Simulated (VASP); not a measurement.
Set up this calculation in VASP 6.6.1, as the native input.

```
Task                   : single point
Functional             : PBE
Potentials or basis    : VASP PAW PBE potentials, release 64 (Si, Ti_sv)
Cutoff                 : 520 eV
k mesh                 : 2 × 2 × 2
Occupations            : fermi-dirac, width 0.05 eV
Spin                   : no spin polarisation
Dipole correction      : no
Further INCAR settings : LREAL = Auto; ALGO = Normal; EDIFF = 1e-06; NBANDS = 52
```

The structure of TiSi16 (a cell with a defect) lies in POSCAR:

```
TiSi16
1.0
    0.0000000000      5.4300000000      5.4300000000
    5.4300000000      0.0000000000      5.4300000000
    5.4300000000      5.4300000000      0.0000000000
Si Ti
16 1
Direct
    0.0142678637     -0.0410608656      0.0136678637
    0.1177802947      0.1128047882      0.1170375691
   -0.0219973297      0.0057577348      0.5084074586
    0.1177665746      0.1128853591      0.6528954880
   -0.0021871087      0.4897823204     -0.0010395948
    0.1355286372      0.5905378453      0.1369008287
   -0.0022264273      0.4898450276      0.5133805709
    0.1154328729      0.6334866483      0.6255251381
    0.5090813076      0.0056225599     -0.0226144567
    0.6534101289      0.1128933702      0.1171333333
    0.5090722836      0.0056291897      0.5084752302
    0.6116402394      0.1668796501      0.6110225599
    0.5122354512      0.4898457643     -0.0010809392
    0.6243750460      0.6334336096      0.1166643646
    0.4860250460      0.5393511971      0.4872644567
    0.6243289134      0.6334679558      0.6254497238
    0.2735725599      0.1810524862      0.2729633517
```

One way to write it, as run:

INCAR

```
SYSTEM = TiSi16
PREC     = Accurate       ! precision mode
ENCUT    = 520            ! plane-wave cutoff, eV
EDIFF    = 1E-6           ! SCF threshold, eV
ISMEAR   = -1             ! smearing method
SIGMA    = 0.05           ! smearing width, eV
LREAL    = Auto         
LASPH    = .True.         ! aspherical terms in the spheres
NELM     = 80             ! most SCF steps
ALGO     = Normal         ! electronic algorithm
ISIF     = 2              ! what is computed and relaxed
LWAVE    = .False.        ! write WAVECAR
LCHARG   = .False.        ! write CHGCAR
GGA      = PE             ! functional
NBANDS   = 52             ! bands
```

KPOINTS

```
regular mesh
0
Gamma
  2 2 2
  0 0 0
```

Potentials or basis: VASP PAW PBE potentials, release 64 (Si, Ti_sv).

The run is started by

```sh
$ cat potpaw_PBE.64/Si/POTCAR potpaw_PBE.64/Ti_sv/POTCAR > POTCAR
$ mpirun -np 1 vasp_std > vasp.out
```

Results of the run:

```yaml
Pressure: 4.2 GPa
Largest_force: 2.169 eV/Å
Band_gap_on_the_k_mesh: zero (bands 38 and 39 overlap by 0.31 eV)
```

Caveat: the k points lie up to 0.50 Å⁻¹ apart.

It took 2.4 min on 1 thread of Intel(R) Xeon(R) 6975P-C (Granite Rapids), on a shared host, peak memory 0.5 GiB.
